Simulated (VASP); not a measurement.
# MnSi (WC type) (P-6m2) in VASP: single point with LDA

Aim: the single point of MnSi (WC type) with LDA.

All numbers are computed with VASP 6.6.1; they aren't measurements. Logs are shortened: lines on timing, memory, paths and dates and some standing lists are left out, and cuts for length are marked.

### Step 1. The cell of the first run

It takes space group P-6m2 (No. 187, hexagonal). The conventional cell has a = 2.359 Å, b = 2.359 Å, c = 3.291 Å, α = 90.00°, β = 90.00°, γ = 120.00°. Within 2.8 Å of Mn (site symmetry -6m2) lie 6 Si at 2.14 Å and 6 Mn at 2.36 Å. Si (site symmetry -6m2) has 6 Mn at 2.14 Å and 6 Si at 2.36 Å within 2.8 Å.

### Step 2. Single point, LDA, collinear spin, ferromagnetic start

Input file INCAR:

```
SYSTEM = MnSi
PREC = Accurate
ENCUT = 600
EDIFF = 1E-6
ISMEAR = -1
SIGMA = 0.1
LREAL = .FALSE.
LASPH = .TRUE.
NELM = 200
ALGO = Normal
ISIF = 2
LWAVE = .FALSE.
LCHARG = .FALSE.
ISPIN = 2
MAGMOM = 3 0
LORBIT = 11
LMAXMIX = 4
NBANDS = 20
GGA_COMPAT = .FALSE.
```

Input file KPOINTS:

```
Automatic mesh
0
G
  16 16 14
  0 0 0
```

Input file POSCAR:

```
MnSi
1.0
    2.3587699552      0.0000000000      0.0000000000
   -1.1793849776      2.0427547029      0.0000000000
    0.0000000000      0.0000000000      3.2905325144
Mn Si
1 1
Direct
    0.0000000000      0.0000000000      0.0000000000
    0.3333333333      0.6666666667      0.5000000000
```

Potentials or basis: VASP PAW LDA potentials, release 64 (Mn_sv, Si).

The run is started by

```
> cat potpaw_LDA.64/Mn_sv/POTCAR potpaw_LDA.64/Si/POTCAR > POTCAR
> mpirun -np 1 vasp_std > vasp.out
```

OUTCAR:

```text
SYSTEM = MnSi
   PREC = Accurate
   ENCUT = 600
   EDIFF = 1E-6
   ISMEAR = -1
   LREAL = .FALSE.
   LASPH = .TRUE.
   NELM = 200
   ISIF = 2
   ISPIN = 2
   LORBIT = 11

 ion  position               nearest neighbor table
   1  0.000  0.000  0.000-   2 2.14   2 2.14   2 2.14   2 2.14   2 2.14   2 2.14
   2  0.333  0.667  0.500-   1 2.14   1 2.14   1 2.14   1 2.14   1 2.14   1 2.14

  LATTYP: Found a hexagonal cell.
 ALAT       =     2.3587699552
 C/A-ratio  =     1.3950205306

  Lattice vectors:

 A1 = (   2.3587699552,   0.0000000000,   0.0000000000)
 A2 = (  -1.1793849776,   2.0427547029,   0.0000000000)
 A3 = (   0.0000000000,   0.0000000000,   3.2905325144)

Analysis of symmetry for initial positions (statically):
=====================================================================
 Subroutine PRICEL returns:
 Original cell was already a primitive cell.

 Routine SETGRP: Setting up the symmetry group for a
 hexagonal supercell.

 Subroutine GETGRP returns: Found 12 space group operations
 (whereof 12 operations were pure point group operations)
 out of a pool of 24 trial point group operations.

The static configuration has the point symmetry D_3h.

Analysis of symmetry for dynamics (positions and initial velocities):
=====================================================================
 Subroutine PRICEL returns:
 Original cell was already a primitive cell.

 Routine SETGRP: Setting up the symmetry group for a
 hexagonal supercell.

 Subroutine GETGRP returns: Found 12 space group operations
 (whereof 12 operations were pure point group operations)
 out of a pool of 24 trial point group operations.

The dynamic configuration has the point symmetry D_3h.

Analysis of structural, dynamic, and magnetic symmetry:
=====================================================================
 Subroutine PRICEL returns:
 Original cell was already a primitive cell.

 Routine SETGRP: Setting up the symmetry group for a
 hexagonal supercell.

 Subroutine GETGRP returns: Found 12 space group operations
 (whereof 12 operations were pure point group operations)
 out of a pool of 24 trial point group operations.

The overall configuration has the point symmetry D_3h.

 Subroutine INISYM returns: Found 12 space group operations
 (whereof 12 operations are pure point group operations),
 and found     1 'primitive' translations

----------------------------------------------------------------------------------------

                                     Primitive cell

  volume of cell :      15.8551

  direct lattice vectors                    reciprocal lattice vectors
     2.358769955  0.000000000  0.000000000     0.423949778  0.244767519  0.000000000
    -1.179384978  2.042754703  0.000000000     0.000000000  0.489535037  0.000000000
     0.000000000  0.000000000  3.290532514     0.000000000  0.000000000  0.303902179

  length of vectors
     2.358769955  2.358769955  3.290532514     0.489535037  0.489535037  0.303902179

  position of ions in fractional coordinates (direct lattice)
     0.000000000  0.000000000  0.000000000
     0.333333333  0.666666667  0.500000000

  ion indices of the primitive-cell ions
   primitive index   ion index
                 1           1
                 2           2

----------------------------------------------------------------------------------------

 KPOINTS: Automatic mesh

Automatic generation of k-mesh.
 Grid dimensions read from file:
 generate k-points for:   16   16   14

 Generating k-lattice:

  Cartesian coordinates                     Fractional coordinates (reciprocal lattice)
     0.026496861  0.015297970  0.000000000     0.062500000 -0.000000000  0.000000000
     0.000000000  0.030595940  0.000000000     0.000000000  0.062500000  0.000000000
     0.000000000  0.000000000  0.021707298     0.000000000  0.000000000  0.071428571

  Length of vectors
     0.030595940  0.030595940  0.021707298

  Shift w.r.t. Gamma in fractional coordinates (k-lattice)
     0.000000000  0.000000000  0.000000000

 Subroutine IBZKPT returns following result:
 ===========================================

 Found    240 irreducible k-points:

 Following reciprocal coordinates:
            Coordinates               Weight
  0.000000  0.000000  0.000000      1.000000
  0.062500 -0.000000  0.000000      6.000000
  0.125000 -0.000000  0.000000      6.000000
  0.187500 -0.000000  0.000000      6.000000
  0.250000 -0.000000  0.000000      6.000000
  0.312500  0.000000  0.000000      6.000000
[... 16 lines left out ...]
  0.187500  0.187500  0.000000      6.000000
  0.250000  0.187500  0.000000     12.000000
 [... further k-points ...]
   k-points           NKPTS =    240   k-points in BZ     NKDIM =    240   number of bands    NBANDS=     20
   number of dos      NEDOS =    301   number of ions     NIONS =      2
   total plane-waves  NPLWV =  11200
   dimension x,y,z NGX =    20 NGY =   20 NGZ =   28
   dimension x,y,z NGXF=    40 NGYF=   40 NGZF=   56
   ions per type =               1   1
   NGX,Y,Z   is equivalent  to a cutoff of  14.10, 14.10, 14.15 a.u.
   NGXF,Y,Z  is equivalent  to a cutoff of  28.19, 28.19, 28.29 a.u.
 SYSTEM =  MnSi
   PREC   = accura    normal or accurate (medium, high low for compatibility)
   ISTART =      0    job   : 0-new  1-cont  2-samecut
   ICHARG =      2    charge: 1-file 2-atom 10-const
   ISPIN  =      2    spin polarized calculation?
   LNONCOLLINEAR =      F non collinear calculations
   LSORBIT =      F    spin-orbit coupling
   LASPH  =      T    aspherical Exc in radial PAW
   ENCUT  =  600.0 eV  44.10 Ry    6.64 a.u.   4.71  4.71  6.57*2*pi/ulx,y,z
   NELM   =    200;   NELMIN=  2; NELMDL= -5     # of ELM steps
   EDIFF  = 0.1E-05   stopping-criterion for ELM
   LREAL  =      F    real-space projection
   EDIFFG = 0.1E-04   stopping-criterion for IOM
   NSW    =      0    number of steps for IOM
   IBRION =     -1    ionic relax: 0-MD 1-quasi-New 2-CG
   NFREE  =      0    steps in history (QN), initial steepest desc. (CG)
   ISIF   =      2    stress and relaxation
   ISYM   =      2    0-nonsym 1-usesym 2-fastsym
   POTIM  = 0.5000    time-step for ionic-motion
   TEBEG  =    0.0;   TEEND  =   0.0 temperature during run
   PSTRESS=    0.0 pullay stress
   NELECT =      19.0000    total number of electrons
   NUPDOWN=      -1.0000    fix difference up-down
   EMIN   =  10.00;   EMAX   =-10.00  energy-range for DOS
   EFERMI =   0.00;   METHOD = LEGACY
   ISMEAR =    -1;   SIGMA  =   0.10  broadening in eV -4-tet -1-fermi 0-gaus
   EFERMI_NEDOS =   21; number of points for ismear=-14 and -15
   IALGO  =     38    algorithm
   IMIX   =      4    mixing-type and parameters
     AMIX     =   0.40;   BMIX     =  1.00
     AMIX_MAG =   1.60;   BMIX_MAG =  1.00
  volume/ion in A,a.u.               =       7.93        53.50
  Fermi-wavevector in a.u.,A,eV,Ry     =   1.738882  3.286010 41.140066  3.023710
  Thomas-Fermi vector in A             =   2.811829
   LORBIT       =     11    0 simple, 1 ext, 2 COOP (PROOUT), +10 PAW based schemes
   GGA     = CA    functional components
   LHFCALC =     F    Hartree Fock is set to
   AEXX    =    0.0000 exact exchange contribution
   IVDW    =     0    specifies the selected vdW correction
   LEPSILON=     F    determine dielectric tensor
   LRPA    =     F    only Hartree local field effects (RPA)
 spin polarized calculation
  energy-cutoff  :      600.00
  volume of cell :       15.86
 maximum number of plane-waves:       553
 NGX is ok and might be reduce to    20
   NGX =  9   NGY =  9   NGZ = 13

 number of electron      19.0000002 magnetization      -0.0189082

 number of electron      19.0000002 magnetization       0.0024283

 Free energy of the ion-electron system (eV)
  ---------------------------------------------------
  ext. energy  EPLUGINS =         0.00000000
  ---------------------------------------------------
  free energy    TOTEN  =       -14.84694481 eV

  energy without entropy =      -14.80761994  energy(sigma->0) =      -14.82728238

 E-fermi :  19.6113     XC(G=0): -15.1324

 val. band max:       19.6109204286   @ k =   0.1250   0.0625   0.1429
 cond. band min:      19.6175571749   @ k =   0.0000   0.0000   0.5000
 fundamental gap:      0.0066367462
 Fermi energy:        19.6112550102

 spin component 1

 k-point     1 :       0.0000    0.0000    0.0000
  band No.  band energies     occupation
      1     -58.6029      1.00000
      2     -27.9020      1.00000
      3     -27.4376      1.00000
      4     -27.4376      1.00000
      5       3.2271      1.00000
      6      13.9898      1.00000
[... 12 lines left out ...]
     19      41.5665      0.00000
     20      42.6806      0.00000
[... 507 lines left out ...]
 k-point    24 :       0.2500    0.1875    0.0000
  band No.  band energies     occupation
      1     -58.4151      1.00000
      2     -28.2496      1.00000
      3     -27.7750      1.00000
      4     -27.7347      1.00000
      5       7.9939      1.00000
      6      14.5861      1.00000
[... 12 lines left out ...]
     19      42.8807      0.00000
     20      45.3946      0.00000

 [... further k-points ...]

 spin component 2

 k-point     1 :       0.0000    0.0000    0.0000
  band No.  band energies     occupation
      1     -58.6001      1.00000
      2     -27.8989      1.00000
      3     -27.4350      1.00000
      4     -27.4350      1.00000
      5       3.2273      1.00000
      6      13.9909      1.00000
[... 12 lines left out ...]
     19      41.5666      0.00000
     20      42.6808      0.00000
[... 507 lines left out ...]
 k-point    24 :       0.2500    0.1875    0.0000
  band No.  band energies     occupation
      1     -58.4122      1.00000
      2     -28.2471      1.00000
      3     -27.7724      1.00000
      4     -27.7316      1.00000
      5       7.9942      1.00000
      6      14.5875      1.00000
[... 12 lines left out ...]
     19      42.8810      0.00000
     20      45.3950      0.00000

 [... further k-points ...]

------------------------ aborting loop because EDIFF is reached ----------------------------------------

  FORCE on cell =-STRESS in cart. coord.  units (eV):
  Direction    XX          YY          ZZ          XY          YZ          ZX
  --------------------------------------------------------------------------------------
  -------------------------------------------------------------------------------------
  Total       14.7035224     14.7035224     14.7608742      0.0000000      0.0000000     -0.0000000
  in kB     1485.8123908   1485.8123908   1491.6078760      0.0000000      0.0000000     -0.0000000
  external PRESSURE =    1487.7442192 kB  Pullay stress =       0.0000000 kB

 VOLUME and BASIS-vectors are now :
 -----------------------------------------------------------------------------
  energy-cutoff  :      600.00
  volume of cell :       15.86
      direct lattice vectors                 reciprocal lattice vectors
     2.358769955  0.000000000  0.000000000     0.423949778  0.244767519  0.000000000
    -1.179384978  2.042754703  0.000000000     0.000000000  0.489535037  0.000000000
     0.000000000  0.000000000  3.290532514     0.000000000  0.000000000  0.303902179

 POSITION                                       TOTAL-FORCE (eV/Angst)
 -----------------------------------------------------------------------------------
      0.00000      0.00000      0.00000         0.000000      0.000000      0.000000
     -0.00000      1.36184      1.64527        -0.000000      0.000000      0.000000
 -----------------------------------------------------------------------------------
    total drift:                                0.000000     -0.000000      0.000000

  FREE ENERGIE OF THE ION-ELECTRON SYSTEM (eV)
  ---------------------------------------------------
  free  energy   TOTEN  =       -14.8469448150 eV

  energy  without entropy=      -14.8076199362  energy(sigma->0) =      -14.82728238

 total charge

# of ion       s       p       d       tot
------------------------------------------
    1        2.294   6.165   5.225  13.684
    2        0.805   1.200   0.000   2.006
--------------------------------------------------
tot          3.099   7.365   5.225  15.689

 magnetization (x)

# of ion       s       p       d       tot
------------------------------------------
    1        0.000   0.000   0.001   0.001
    2       -0.000  -0.000   0.000  -0.000
--------------------------------------------------
tot         -0.000  -0.000   0.001   0.001
```

Wall time 3.6 min (1 thread of AMD EPYC 7R43 (Zen 3), shared host); peak memory 0.2 GiB.

What came out:

```yaml
Free_energy: -14.8469 eV
Pressure: 148.8 GPa
Net_moment: 0.00 μB per cell
Valence_electrons_inside_the_program's_atomic_spheres: Mn 13.68; Si 2.01
```

Caveat: the cell stands under pressure.
